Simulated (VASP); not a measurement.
# TaN (Pmm2) in VASP: single point with PBEsol

Aim: the single point of TaN with PBEsol.

All numbers are computed with VASP 6.6.1; they aren't measurements. Logs are shortened: lines on timing, memory, paths and dates and some standing lists are left out, and cuts for length are marked.

**1. The cell of the first run**

Symmetry: Pmm2, No. 25, orthorhombic system. Conventional cell: a = 2.870 Å, b = 2.924 Å, c = 12.329 Å, α = 90.00°, β = 90.00°, γ = 90.00°. Within 3.0 Å of Ta (site symmetry mm2) lie 4 N at 2.22 Å and 6 Ta at 2.87 to 2.92 Å. Ta (site symmetry mm2) has 6 N at 2.22 Å and 6 Ta at 2.87 to 2.92 Å within 3.0 Å. Ta (site symmetry mm2) has 6 N at 2.22 Å and 8 Ta at 2.87 to 2.92 Å within 3.0 Å. Ta (site symmetry mm2) has 6 N at 2.22 Å and 8 Ta at 2.87 to 2.92 Å within 3.0 Å. Within 3.0 Å of N (site symmetry mm2) lie 4 Ta at 2.22 Å and 6 N at 2.87 to 2.92 Å. Within 3.0 Å of N (site symmetry mm2) lie 6 Ta at 2.22 Å and 8 N at 2.87 to 2.92 Å. Within 3.0 Å of N (site symmetry mm2) lie 6 Ta at 2.22 Å and 8 N at 2.87 to 2.92 Å. N (site symmetry mm2) has 6 Ta at 2.22 Å and 6 N at 2.87 to 2.92 Å within 3.0 Å.

**2. Single point, PBEsol**

The input, INCAR:

```
PREC = Accurate ; ENCUT = 520
EDIFF = 1E-6 ; ISMEAR = 0
SIGMA = 0.15 ; LREAL = False
LASPH = True ; NELM = 80
ALGO = Normal ; ISIF = 2
LWAVE = False ; LCHARG = True
GGA = PS ; LELF = True
LVHAR = True ; NBANDS = 42
```

The input, KPOINTS:

```
regular mesh
0
Gamma
  15 15 5
```

The input, POSCAR:

```
TaN
1.0
    1.4619341542     -2.5321442324      0.0000000000
    0.0000000000      0.0000000000     -2.8704762697
   10.6768608137      6.1642884649      0.0000000000
Ta N
4 4
Direct
    0.5000000000      0.5000000000      0.7531037616
    0.0000000000      0.5000000000      0.1369391596
    0.5000000000      0.5000000000      0.3423273603
    0.0000000000      0.5000000000      0.5477155610
    0.5000000000      0.0000000000      0.0684764261
    0.0000000000      0.0000000000      0.2738646268
    0.5000000000      0.0000000000      0.4792528274
    0.0000000000      0.0000000000      0.6846410281
```

Potentials or basis: VASP PAW PBE potentials, release 64 (Ta_pv, N).

Started as:

```sh
cat potpaw_PBE.64/Ta_pv/POTCAR potpaw_PBE.64/N/POTCAR > POTCAR
mpirun -np 1 vasp_std > vasp.out
```

OUTCAR:

```text
PREC = Accurate
   ENCUT = 520
   EDIFF = 1E-6
   ISMEAR = 0
   LREAL = False
   LASPH = True
   NELM = 80
   ISIF = 2
   GGA = PS

 ion  position               nearest neighbor table
   1  0.500  0.500  0.753-   8 2.22   8 2.22   8 2.22   8 2.22   4 2.92   4 2.92
   2  0.000  0.500  0.137-   5 2.22   5 2.22   5 2.22   5 2.22   6 2.22   6 2.22   3 2.92   3 2.92

   3  0.500  0.500  0.342-   6 2.22   6 2.22   6 2.22   6 2.22   7 2.22   7 2.22   4 2.92   2 2.92
                             2 2.92   4 2.92
   4  0.000  0.500  0.548-   8 2.22   8 2.22   7 2.22   7 2.22   7 2.22   7 2.22   1 2.92   1 2.92
                             3 2.92   3 2.92
   5  0.500  0.000  0.068-   2 2.22   2 2.22   2 2.22   2 2.22
   6  0.000  0.000  0.274-   3 2.22   3 2.22   3 2.22   3 2.22   2 2.22   2 2.22
   7  0.500  0.000  0.479-   3 2.22   3 2.22   4 2.22   4 2.22   4 2.22   4 2.22
   8  0.000  0.000  0.685-   1 2.22   1 2.22   1 2.22   1 2.22   4 2.22   4 2.22

  LATTYP: Found a simple orthorhombic cell.
 ALAT       =     2.8704762697
 B/A-ratio  =     1.0186004111
 C/A-ratio  =     4.2949586659

  Lattice vectors:

 A1 = (   0.0000000000,   0.0000000000,   2.8704762697)
 A2 = (   1.4619341542,  -2.5321442324,   0.0000000000)
 A3 = (  10.6768608137,   6.1642884649,   0.0000000000)

Analysis of symmetry for initial positions (statically):
=====================================================================
 Subroutine PRICEL returns:
 Original cell was already a primitive cell.

 Routine SETGRP: Setting up the symmetry group for a
 simple orthorhombic supercell.

 Subroutine GETGRP returns: Found  4 space group operations
 (whereof  4 operations were pure point group operations)
 out of a pool of  8 trial point group operations.

The static configuration has the point symmetry C_2v.

Analysis of symmetry for dynamics (positions and initial velocities):
=====================================================================
 Subroutine PRICEL returns:
 Original cell was already a primitive cell.

 Routine SETGRP: Setting up the symmetry group for a
 simple orthorhombic supercell.

 Subroutine GETGRP returns: Found  4 space group operations
 (whereof  4 operations were pure point group operations)
 out of a pool of  8 trial point group operations.

The dynamic configuration has the point symmetry C_2v.

 Subroutine INISYM returns: Found  4 space group operations
 (whereof  4 operations are pure point group operations),
 and found     1 'primitive' translations

----------------------------------------------------------------------------------------

                                     Primitive cell

  volume of cell :     103.4724

  direct lattice vectors                    reciprocal lattice vectors
     1.461934154 -2.532144232  0.000000000     0.171006334 -0.296191659  0.000000000
     0.000000000  0.000000000 -2.870476270     0.000000000  0.000000000 -0.348374244
    10.676860814  6.164288465  0.000000000     0.070245366  0.040556181  0.000000000

  length of vectors
     2.923868308  2.870476270 12.328576930     0.342012668  0.348374244  0.081112362

  position of ions in fractional coordinates (direct lattice)
     0.500000000  0.500000000  0.753103762
     0.000000000  0.500000000  0.136939160
     0.500000000  0.500000000  0.342327360
     0.000000000  0.500000000  0.547715561
     0.500000000  0.000000000  0.068476426
     0.000000000  0.000000000  0.273864627
     0.500000000  0.000000000  0.479252827
     0.000000000  0.000000000  0.684641028

  ion indices of the primitive-cell ions
   primitive index   ion index
                 1           1
                 2           2
                 3           3
                 4           4
                 5           5
                 6           6
                 7           7
                 8           8

----------------------------------------------------------------------------------------

 KPOINTS: regular mesh

Automatic generation of k-mesh.
 Grid dimensions read from file:
 generate k-points for:   15   15    5

 Generating k-lattice:

  Cartesian coordinates                     Fractional coordinates (reciprocal lattice)
     0.011400422 -0.019746111  0.000000000     0.066666667  0.000000000 -0.000000000
     0.000000000  0.000000000 -0.023224950     0.000000000  0.066666667  0.000000000
     0.014049073  0.008111236  0.000000000     0.000000000  0.000000000  0.200000000

  Length of vectors
     0.022800845  0.023224950  0.016222472

  Shift w.r.t. Gamma in fractional coordinates (k-lattice)
     0.000000000  0.000000000  0.000000000

 Subroutine IBZKPT returns following result:
 ===========================================

 Found    192 irreducible k-points:

 Following reciprocal coordinates:
            Coordinates               Weight
  0.000000  0.000000  0.000000      1.000000
  0.066667  0.000000 -0.000000      2.000000
  0.133333  0.000000  0.000000      2.000000
  0.200000  0.000000 -0.000000      2.000000
  0.266667  0.000000  0.000000      2.000000
  0.333333  0.000000  0.000000      2.000000
[... 16 lines left out ...]
  0.400000  0.133333 -0.000000      4.000000
  0.466667  0.133333 -0.000000      4.000000
 [... further k-points ...]
   k-points           NKPTS =    192   k-points in BZ     NKDIM =    192   number of bands    NBANDS=     42
   number of dos      NEDOS =    301   number of ions     NIONS =      8
   total plane-waves  NPLWV =  55296
   dimension x,y,z NGX =    24 NGY =   24 NGZ =   96
   dimension x,y,z NGXF=    48 NGYF=   48 NGZF=  192
   ions per type =               4   4
   NGX,Y,Z   is equivalent  to a cutoff of  13.65, 13.90, 12.95 a.u.
   NGXF,Y,Z  is equivalent  to a cutoff of  27.29, 27.80, 25.89 a.u.
 SYSTEM =  unknown system
   PREC   = accura    normal or accurate (medium, high low for compatibility)
   ISTART =      0    job   : 0-new  1-cont  2-samecut
   ICHARG =      2    charge: 1-file 2-atom 10-const
   ISPIN  =      1    spin polarized calculation?
   LNONCOLLINEAR =      F non collinear calculations
   LSORBIT =      F    spin-orbit coupling
   LASPH  =      T    aspherical Exc in radial PAW
   ENCUT  =  520.0 eV  38.22 Ry    6.18 a.u.   5.44  5.34 22.92*2*pi/ulx,y,z
   NELM   =     80;   NELMIN=  2; NELMDL= -5     # of ELM steps
   EDIFF  = 0.1E-05   stopping-criterion for ELM
   LREAL  =      F    real-space projection
   EDIFFG = 0.1E-04   stopping-criterion for IOM
   NSW    =      0    number of steps for IOM
   IBRION =     -1    ionic relax: 0-MD 1-quasi-New 2-CG
   NFREE  =      0    steps in history (QN), initial steepest desc. (CG)
   ISIF   =      2    stress and relaxation
   ISYM   =      2    0-nonsym 1-usesym 2-fastsym
   POTIM  = 0.5000    time-step for ionic-motion
   TEBEG  =    0.0;   TEEND  =   0.0 temperature during run
   PSTRESS=    0.0 pullay stress
   NELECT =      64.0000    total number of electrons
   NUPDOWN=      -1.0000    fix difference up-down
   EMIN   =  10.00;   EMAX   =-10.00  energy-range for DOS
   EFERMI =   0.00;   METHOD = LEGACY
   ISMEAR =     0;   SIGMA  =   0.15  broadening in eV -4-tet -1-fermi 0-gaus
   EFERMI_NEDOS =   21; number of points for ismear=-14 and -15
   IALGO  =     38    algorithm
   IMIX   =      4    mixing-type and parameters
     AMIX     =   0.40;   BMIX     =  1.00
     AMIX_MAG =   1.60;   BMIX_MAG =  1.00
  volume/ion in A,a.u.               =      12.93        87.28
  Fermi-wavevector in a.u.,A,eV,Ry     =   1.394847  2.635879 26.471471  1.945598
  Thomas-Fermi vector in A             =   2.518356
   LORBIT       =      0    0 simple, 1 ext, 2 COOP (PROOUT), +10 PAW based schemes
   GGA     = PS    functional components
   LHFCALC =     F    Hartree Fock is set to
   AEXX    =    0.0000 exact exchange contribution
   IVDW    =     0    specifies the selected vdW correction
   LEPSILON=     F    determine dielectric tensor
   LRPA    =     F    only Hartree local field effects (RPA)
 non-spin polarized calculation
 Gauss-broadening in eV      SIGMA  =   0.15
  energy-cutoff  :      520.00
  volume of cell :      103.47
 maximum number of plane-waves:      2815
 NGX is ok and might be reduce to    24
   NGX = 11   NGY = 11   NGZ = 45

 number of electron      63.9999995 magnetization

 Free energy of the ion-electron system (eV)
  ---------------------------------------------------
  ext. energy  EPLUGINS =         0.00000000
  ---------------------------------------------------
  free energy    TOTEN  =       -91.76531504 eV

  energy without entropy =      -91.72802423  energy(sigma->0) =      -91.74666964

 E-fermi :   5.5542     XC(G=0): -12.1292

 val. band max:        5.5509989905   @ k =   0.4000   0.2667   0.4000
 cond. band min:       5.5597484863   @ k =   0.1333   0.3333   0.4000
 fundamental gap:      0.0087494958
 Fermi energy:         5.5542131568

 k-point     1 :       0.0000    0.0000    0.0000
  band No.  band energies     occupation
      1     -29.6615      2.00000
      2     -29.3660      2.00000
      3     -29.0806      2.00000
      4     -29.0678      2.00000
      5     -28.9973      2.00000
      6     -28.8949      2.00000
[... 34 lines left out ...]
     41       9.6797      0.00000
     42       9.7919      0.00000

 k-point     2 :       0.0667    0.0000   -0.0000
  band No.  band energies     occupation
      1     -29.6518      2.00000
      2     -29.3641      2.00000
      3     -29.1203      2.00000
      4     -29.0667      2.00000
      5     -28.9934      2.00000
      6     -28.9150      2.00000
[... 34 lines left out ...]
     41       9.5415      0.00000
     42       9.8182      0.00000

 k-point     3 :       0.1333    0.0000    0.0000
  band No.  band energies     occupation
      1     -29.6259      2.00000
      2     -29.3638      2.00000
      3     -29.2089      2.00000
      4     -29.0944      2.00000
      5     -28.9891      2.00000
      6     -28.9824      2.00000
[... 897 lines left out ...]
      4     -29.2593      2.00000
      5     -29.1621      2.00000
      6     -29.0781      2.00000
[... 34 lines left out ...]
     41       9.5313      0.00000
     42      10.0907      0.00000

 k-point    24 :       0.4667    0.1333   -0.0000
  band No.  band energies     occupation
      1     -29.8324      2.00000
      2     -29.7226      2.00000
      3     -29.4788      2.00000
      4     -29.2482      2.00000
      5     -29.1686      2.00000
      6     -29.0992      2.00000
[... 34 lines left out ...]
     41       9.7187      0.00000
     42      10.3577      0.00000

 [... further k-points ...]

------------------------ aborting loop because EDIFF is reached ----------------------------------------

  FORCE on cell =-STRESS in cart. coord.  units (eV):
  Direction    XX          YY          ZZ          XY          YZ          ZX
  --------------------------------------------------------------------------------------
  -------------------------------------------------------------------------------------
  Total       -2.9422162     -5.8027663     -6.3084911      2.4773091     -0.0000000     -0.0000000
  in kB      -45.5575588    -89.8505929    -97.6812845     38.3588927     -0.0000000     -0.0000000
  external PRESSURE =     -77.6964787 kB  Pullay stress =       0.0000000 kB

 VOLUME and BASIS-vectors are now :
 -----------------------------------------------------------------------------
  energy-cutoff  :      520.00
  volume of cell :      103.47
      direct lattice vectors                 reciprocal lattice vectors
     1.461934154 -2.532144232  0.000000000     0.171006334 -0.296191659  0.000000000
     0.000000000  0.000000000 -2.870476270     0.000000000  0.000000000 -0.348374244
    10.676860814  6.164288465  0.000000000     0.070245366  0.040556181  0.000000000

 POSITION                                       TOTAL-FORCE (eV/Angst)
 -----------------------------------------------------------------------------------
      8.77175      3.37628     -1.43524         0.172146      0.099388      0.000000
      1.46208      0.84413     -1.43524        -2.772592     -1.600756      0.000000
      4.38595      0.84413     -1.43524         0.035120      0.020277      0.000000
      5.84788      3.37628     -1.43524         0.260076      0.150155      0.000000
      1.46208     -0.84396      0.00000         2.344868      1.353810      0.000000
      2.92401      1.68818      0.00000         0.019186      0.011077      0.000000
      5.84788      1.68818      0.00000         0.093078      0.053738      0.000000
      7.30982      4.22032      0.00000        -0.151883     -0.087689      0.000000
 -----------------------------------------------------------------------------------
    total drift:                               -0.000399     -0.000230      0.000000

  FREE ENERGIE OF THE ION-ELECTRON SYSTEM (eV)
  ---------------------------------------------------
  free  energy   TOTEN  =       -91.7653150420 eV

  energy  without entropy=      -91.7280242329  energy(sigma->0) =      -91.74666964
```

It took 9.5 min on 1 thread of AMD EPYC 9R45 (Zen 5), shared host; peak memory 0.64 GiB.

Results:

```
Free energy            : -91.7653 eV
Pressure               : -7.8 GPa
Largest force          : 3.202 eV/Å
Band gap on the k mesh : zero (bands 32 and 33 overlap by 2.32 eV)
```

Forces in eV/Å, atoms in the order of the input:
```
Ta   0.172  0.099  0.000
Ta  -2.773 -1.601  0.000
Ta   0.035  0.020  0.000
Ta   0.260  0.150  0.000
N    2.345  1.354  0.000
N    0.019  0.011  0.000
N    0.093  0.054  0.000
N   -0.152 -0.088  0.000
```

Caveat: the stress differs along the axes, from -10 to -5 GPa; the PAW data sets were made with another functional, which shifts forces and pressure a little; spin-orbit coupling is left out, which moves the levels of the heavy elements.
